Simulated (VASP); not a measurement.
A run of VASP 6.6.1:

The input INCAR:

```
SYSTEM = Cr
ALGO = Fast
EDIFF = 1E-6
ENCUT = 520
GGA = PS
ISIF = 2
ISMEAR = 0
LASPH = .TRUE.
LCHARG = .FALSE.
LREAL = .FALSE.
LWAVE = .FALSE.
NBANDS = 12
NELM = 100
PREC = Accurate
SIGMA = 0.15
```

File KPOINTS:

```
k-points
0
G
  24 24 24
  0 0 0
```

The input POSCAR:

```
Cr
1.0
   -1.4779987500      1.4779987500      1.4059012500
    1.4779987500     -1.4779987500      1.4059012500
    1.4779987500      1.4779987500     -1.4059012500
Cr
1
Direct
    0.0000000000      0.0000000000      0.0000000000
```

Potentials or basis: VASP PAW PBE potentials, release 64 (Cr_pv).

The run is started by

```console
$ cat potpaw_PBE.64/Cr_pv/POTCAR > POTCAR
$ mpirun -np 1 vasp_std > vasp.out
```

Hardware: 1 thread of Intel(R) Xeon(R) Platinum 8488C (Sapphire Rapids) (shared host).

Estimate the wall time of this run.

It took 74 s on 1 thread of Intel(R) Xeon(R) Platinum 8488C (Sapphire Rapids), on a shared host, peak memory 0.25 GiB. Counts: scf iterations 12, k points 1063.
